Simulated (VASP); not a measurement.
# KI in VASP: a series of runs, part 2 of 3

VASP 6.6.1. The steps go on from the part before.

## 3. Electric field gradients, PBEsol (equal xy, yz and zx shear strains of +2 %)

INCAR reads:

```
PREC = Accurate
ENCUT = 520
EDIFF = 1E-8
ISMEAR = -1
SIGMA = 0.01
LREAL = False
LASPH = True
NELM = 80
ALGO = Normal
ISIF = 2
LWAVE = False
LCHARG = False
GGA = PS
LEFG = True
NBANDS = 15
```

KPOINTS reads:

```
regular mesh
0
Gamma
  8 8 8
```

POSCAR reads:

```
KI
1.0
    0.0704910000      3.5597955000      3.5597955000
    3.5597955000      0.0704910000      3.5597955000
    3.5597955000      3.5597955000      0.0704910000
K I
1 1
Direct
    0.0000000000      0.0000000000      0.0000000000
    0.5000000000      0.5000000000      0.5000000000
```

Potentials or basis: VASP PAW PBE potentials, release 64 (K_sv, I).

Run with:

```console
$ cat potpaw_PBE.64/K_sv/POTCAR potpaw_PBE.64/I/POTCAR > POTCAR
$ mpirun -np 1 vasp_std > vasp.out
```

OUTCAR:

```text
PREC = Accurate
   ENCUT = 520
   EDIFF = 1E-8
   ISMEAR = -1
   LREAL = False
   LASPH = True
   NELM = 80
   ISIF = 2
   GGA = PS

 ion  position               nearest neighbor table
   1  0.000  0.000  0.000-   2 3.52   2 3.52   2 3.52   2 3.52   2 3.52   2 3.52
   2  0.500  0.500  0.500-   1 3.52   1 3.52   1 3.52   1 3.52   1 3.52   1 3.52

  LATTYP: Found a trigonal (rhomboedric) cell.
 ALAT       =     5.0348045627
 COS(alpha) =     0.5197000882

  Lattice vectors:

 A1 = (   0.0704910000,   3.5597955000,   3.5597955000)
 A2 = (   3.5597955000,   0.0704910000,   3.5597955000)
 A3 = (   3.5597955000,   3.5597955000,   0.0704910000)

Analysis of symmetry for initial positions (statically):
=====================================================================
 Subroutine PRICEL returns:
 Original cell was already a primitive cell.

 Routine SETGRP: Setting up the symmetry group for a
 trigonal (rhombohedral) supercell.
[... 621 lines left out ...]
  volume of cell :       87.54
      direct lattice vectors                 reciprocal lattice vectors
     0.070491000  3.559795500  3.559795500    -0.144699885  0.141890179  0.141890179
     3.559795500  0.070491000  3.559795500     0.141890179 -0.144699885  0.141890179
     3.559795500  3.559795500  0.070491000     0.141890179  0.141890179 -0.144699885

 POSITION                                       TOTAL-FORCE (eV/Angst)
 -----------------------------------------------------------------------------------
      0.00000      0.00000      0.00000         0.000000     -0.000000      0.000000
      3.59504      3.59504      3.59504        -0.000000      0.000000     -0.000000
 -----------------------------------------------------------------------------------
    total drift:                                0.000000     -0.000000     -0.000000

  FREE ENERGIE OF THE ION-ELECTRON SYSTEM (eV)
  ---------------------------------------------------
  free  energy   TOTEN  =        -5.8142493449 eV

  energy  without entropy=       -5.8142493449  energy(sigma->0) =       -5.81424934

 Electric field gradients (V/A^2)
---------------------------------------------------------------------
 ion       V_xx      V_yy      V_zz      V_xy      V_xz      V_yz
---------------------------------------------------------------------
   1       0.000    -0.000    -0.000    -0.693    -0.693    -0.693
   2      -0.000     0.000     0.000     5.236     5.236     5.236
---------------------------------------------------------------------

 Electric field gradients after diagonalization (V/A^2)
 (convention: |V_zz| > |V_xx| > |V_yy|)
----------------------------------------------------------------------
 ion       V_xx      V_yy      V_zz     asymmetry (V_yy - V_xx)/ V_zz
----------------------------------------------------------------------
   1       0.693     0.693    -1.385       0.000
   2      -5.236    -5.236    10.471       0.000
----------------------------------------------------------------------

           NMR quadrupolar parameters

 Cq : quadrupolar parameter    Cq=e*Q*V_zz/h
 eta: asymmetry parameters     (V_yy - V_xx)/ V_zz
 Q  : nuclear electric quadrupole moment in mb (millibarn)
----------------------------------------------------------------------
 ion       Cq(MHz)       eta       Q (mb)
----------------------------------------------------------------------
   1      -0.003       0.000       1.000
   2       0.025       0.000       1.000
----------------------------------------------------------------------
```

OSZICAR:

```text
N       E                     dE             d eps       ncg     rms          rms(c)
DAV:   1     0.910311359257E+02    0.91031E+02   -0.64527E+03  1950   0.902E+02
DAV:   2    -0.125498354216E+00   -0.91157E+02   -0.85043E+02  2455   0.215E+02
DAV:   3    -0.561525383288E+01   -0.54898E+01   -0.54664E+01  2741   0.457E+01
DAV:   4    -0.589723924367E+01   -0.28199E+00   -0.28187E+00  3187   0.919E+00
DAV:   5    -0.589897240509E+01   -0.17332E-02   -0.17331E-02  2739   0.773E-01    0.296E+00
DAV:   6    -0.581696702454E+01    0.82005E-01   -0.86121E-02  2580   0.196E+00    0.212E+00
DAV:   7    -0.581003480151E+01    0.69322E-02   -0.10386E-01  2643   0.175E+00    0.851E-01
DAV:   8    -0.581416584299E+01   -0.41310E-02   -0.13446E-02  2153   0.855E-01    0.249E-01
DAV:   9    -0.581396724514E+01    0.19860E-03   -0.58769E-04  2804   0.155E-01    0.852E-02
DAV:  10    -0.581424396507E+01   -0.27672E-03   -0.34531E-04  2293   0.102E-01    0.555E-02
DAV:  11    -0.581424699303E+01   -0.30280E-05   -0.29378E-05  2923   0.283E-02    0.119E-02
DAV:  12    -0.581424783897E+01   -0.84594E-06   -0.19557E-06  2512   0.108E-02    0.986E-03
DAV:  13    -0.581424926572E+01   -0.14267E-05   -0.14388E-06  2384   0.732E-03    0.255E-03
DAV:  14    -0.581424935840E+01   -0.92681E-07   -0.10580E-07  2715   0.177E-03    0.824E-04
DAV:  15    -0.581424932070E+01    0.37698E-07   -0.16064E-08  2474   0.739E-04    0.455E-04
DAV:  16    -0.581424933768E+01   -0.16985E-07   -0.56194E-10  1969   0.151E-04    0.158E-04
DAV:  17    -0.581424934488E+01   -0.71959E-08   -0.19993E-10  1710   0.108E-04
   1 F= -.58142493E+01 E0= -.58142493E+01  d E =-.390667E-11
```

stdout:

```text
POSCAR found type information on POSCAR K I
 POSCAR found :  2 types and       2 ions
 scaLAPACK will be used
 -----------------------------------------------------------------------------
|                                                                             |
|                                                                             |
|     You enforced a specific xc type in the INCAR file but a different       |
|     I HOPE YOU KNOW WHAT YOU ARE DOING!                                     |
|                                                                             |
 -----------------------------------------------------------------------------

 LDA part: xc-table for (Slater+PW92), standard interpolation
 POSCAR, INCAR and KPOINTS ok, starting setup
 FFT: planning ... GRIDC
 FFT: planning ... GRID_SOFT
 FFT: planning ... GRID
 WAVECAR not read
 entering main loop
ion   1

ion   2
```

Wall time 1.8 min (1 thread of Intel Xeon Platinum 8259CL at 2.50GHz (Skylake/Cascade Lake), shared host); peak memory 0.28 GiB.

Results:

- Free energy: -5.8142 eV
- Pressure: -0.2 GPa
- Band gap on the k mesh: 3.80 eV, direct

Stress tensor (GPa, compression positive):
```
-0.18 -0.07 -0.07
-0.07 -0.18 -0.07
-0.07 -0.07 -0.18
```

Levels at points of the mesh, in eV from the valence-band top:
```
           k point  band 6  band 7  band 8  band 9  band 10  band 11
(0.00, 0.00, 0.00)   -0.08    0.00    0.00    3.80     6.25     6.47
(0.50, 0.00, 0.00)   -1.39   -0.42   -0.36    5.35     7.61     7.93
(0.50, 0.50, 0.00)   -1.06   -0.44   -0.37    4.78     5.66     8.05
(0.50, 0.50, 0.50)   -1.41   -0.32   -0.32    5.39     7.51     8.14
```

Electric field gradients, principal values (V/Å²):
| atom | least | middle | greatest (by size) |
| --- | --- | --- | --- |
| 1 K | 0.693 | 0.693 | -1.385 |
| 2 I | -5.236 | -5.236 | 10.471 |

Caveat: the cell differs from its parent crystal (equal xy, yz and zx shear strains of +2 %); without QUAD_EFG the Cq values of the log hold for a quadrupole moment of 1 mb, not for the nuclei; the PAW data sets were made with another functional, which shifts forces and pressure a little; spin-orbit coupling is left out, which moves the levels of the heavy elements. A k mesh can miss the band edges.

## 4. Electric field gradients, PBEsol (equal xy, yz and zx shear strains of +2 %)

INCAR reads:

```
SYSTEM = KI
  ALGO = Normal
  EDIFF = 1E-8
  ENCUT = 520
  GGA = PS
  ISIF = 2
  ISMEAR = -1
  LASPH = .TRUE.
  LCHARG = .FALSE.
  LEFG = .TRUE.
  LREAL = .FALSE.
  LWAVE = .FALSE.
  NBANDS = 15
  NELM = 100
  PREC = Accurate
  SIGMA = 0.01
```

KPOINTS reads:

```
k-points
0
G
  8 8 8
  0 0 0
```

POSCAR is that of step 3.

Potentials or basis: VASP PAW PBE potentials, release 64 (K_sv, I).

Run with:

```console
$ cat potpaw_PBE.64/K_sv/POTCAR potpaw_PBE.64/I/POTCAR > POTCAR
$ mpirun -np 1 vasp_std > vasp.out
```

OUTCAR:

```text
SYSTEM = KI
   EDIFF = 1E-8
   ENCUT = 520
   GGA = PS
   ISIF = 2
   ISMEAR = -1
   LASPH = .TRUE.
   LREAL = .FALSE.
   NELM = 100
   PREC = Accurate

 ion  position               nearest neighbor table
   1  0.000  0.000  0.000-   2 3.52   2 3.52   2 3.52   2 3.52   2 3.52   2 3.52
   2  0.500  0.500  0.500-   1 3.52   1 3.52   1 3.52   1 3.52   1 3.52   1 3.52

  LATTYP: Found a trigonal (rhomboedric) cell.
 ALAT       =     5.0348045627
 COS(alpha) =     0.5197000882

  Lattice vectors:

 A1 = (   0.0704910000,   3.5597955000,   3.5597955000)
 A2 = (   3.5597955000,   0.0704910000,   3.5597955000)
 A3 = (   3.5597955000,   3.5597955000,   0.0704910000)

Analysis of symmetry for initial positions (statically):
=====================================================================
 Subroutine PRICEL returns:
 Original cell was already a primitive cell.

 Routine SETGRP: Setting up the symmetry group for a
 trigonal (rhombohedral) supercell.

[... 622 lines left out ...]
     0.070491000  3.559795500  3.559795500    -0.144699885  0.141890179  0.141890179
     3.559795500  0.070491000  3.559795500     0.141890179 -0.144699885  0.141890179
     3.559795500  3.559795500  0.070491000     0.141890179  0.141890179 -0.144699885

 POSITION                                       TOTAL-FORCE (eV/Angst)
 -----------------------------------------------------------------------------------
      0.00000      0.00000      0.00000         0.000000     -0.000000      0.000000
      3.59504      3.59504      3.59504        -0.000000      0.000000     -0.000000
 -----------------------------------------------------------------------------------
    total drift:                                0.000000     -0.000000     -0.000000

  FREE ENERGIE OF THE ION-ELECTRON SYSTEM (eV)
  ---------------------------------------------------
  free  energy   TOTEN  =        -5.8142493449 eV

  energy  without entropy=       -5.8142493449  energy(sigma->0) =       -5.81424934

 Electric field gradients (V/A^2)
---------------------------------------------------------------------
 ion       V_xx      V_yy      V_zz      V_xy      V_xz      V_yz
---------------------------------------------------------------------
   1       0.000    -0.000    -0.000    -0.693    -0.693    -0.693
   2      -0.000     0.000     0.000     5.236     5.236     5.236
---------------------------------------------------------------------

 Electric field gradients after diagonalization (V/A^2)
 (convention: |V_zz| > |V_xx| > |V_yy|)
----------------------------------------------------------------------
 ion       V_xx      V_yy      V_zz     asymmetry (V_yy - V_xx)/ V_zz
----------------------------------------------------------------------
   1       0.693     0.693    -1.385       0.000
   2      -5.236    -5.236    10.471       0.000
----------------------------------------------------------------------

           NMR quadrupolar parameters

 Cq : quadrupolar parameter    Cq=e*Q*V_zz/h
 eta: asymmetry parameters     (V_yy - V_xx)/ V_zz
 Q  : nuclear electric quadrupole moment in mb (millibarn)
----------------------------------------------------------------------
 ion       Cq(MHz)       eta       Q (mb)
----------------------------------------------------------------------
   1      -0.003       0.000       1.000
   2       0.025       0.000       1.000
----------------------------------------------------------------------
```

stdout:

```text
POSCAR found type information on POSCAR K I
 POSCAR found :  2 types and       2 ions
 scaLAPACK will be used
 -----------------------------------------------------------------------------
|                                                                             |
|                                                                             |
|     You enforced a specific xc type in the INCAR file but a different       |
|     I HOPE YOU KNOW WHAT YOU ARE DOING!                                     |
|                                                                             |
 -----------------------------------------------------------------------------

 LDA part: xc-table for (Slater+PW92), standard interpolation
 POSCAR, INCAR and KPOINTS ok, starting setup
 FFT: planning ... GRIDC
 FFT: planning ... GRID_SOFT
 FFT: planning ... GRID
 WAVECAR not read
 entering main loop
ion   1

ion   2
```

It took 1.8 min on 1 thread of Intel Xeon Platinum 8259CL at 2.50GHz (Skylake/Cascade Lake), shared host; peak memory 0.28 GiB.

Results:

- Free energy: -5.8142 eV
- Pressure: -0.2 GPa
- Band gap on the k mesh: 3.80 eV, direct

Electric field gradients, principal values (V/Å²):
| atom | least | middle | greatest (by size) |
| --- | --- | --- | --- |
| 1 K | 0.693 | 0.693 | -1.385 |
| 2 I | -5.236 | -5.236 | 10.471 |

Caveat: the cell differs from its parent crystal (equal xy, yz and zx shear strains of +2 %); without QUAD_EFG the Cq values of the log hold for a quadrupole moment of 1 mb, not for the nuclei; the PAW data sets were made with another functional, which shifts forces and pressure a little; spin-orbit coupling is left out, which moves the levels of the heavy elements. A k mesh can miss the band edges.

(Continued in part 3 of 3.)
